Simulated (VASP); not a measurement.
Runs of VASP 6.6.1 on NaH. The structure is that of space group F-43m (No. 216), or close to it. The cells are those of the table. 

```csv
level,cell,k mesh,smearing,grid for exact exchange (PRECFOCK),share of exact exchange,screening parameter,gap on the mesh (eV),pressure (GPa)
r2SCAN,"a = 3.691, b = 3.691, c = 3.589 Å, angles 60.9, 60.9, 58.2°, 2 atoms",8 × 8 × 8,gaussian 0.01 eV,-,-,-,(c),0.2
PBE,"a = 3.691, b = 3.691, c = 3.589 Å, angles 60.9, 60.9, 58.2°, 2 atoms",8 × 8 × 8,fermi-dirac 0.02 eV,-,-,-,3.57,0.5
r2SCAN,"a = 3.695, b = 3.695, c = 3.717 Å, angles 59.8, 59.8, 60.4°, 2 atoms",8 × 8 × 8,gaussian 0.01 eV,-,-,-,4.02,(b)
HSE06,"a = 3.691, b = 3.691, c = 3.589 Å, angles 60.9, 60.9, 58.2°, 2 atoms",6 × 6 × 6,gaussian 0.01 eV,Normal,0.25,0.2079 1/Å,(a),0.3
PBE,"a = 3.695, b = 3.695, c = 3.717 Å, angles 59.8, 59.8, 60.4°, 2 atoms",8 × 8 × 8,fermi-dirac 0.02 eV,-,-,-,3.59,-0.2
```

Alike in all rows: task single point; potentials or basis VASP PAW PBE potentials, release 64 (Na_pv, H); no spin polarisation; cutoff (eV) 520.

Q: Estimate the missing entries.

A: (a) 4.58; (b) -0.6; (c) 4.01.

Caveats: the structure was generated, so it needn't be the stable form of NaH; the PAW data sets were made with another functional, which shifts forces and pressure a little (at least some runs).

A k mesh can miss the band edges.
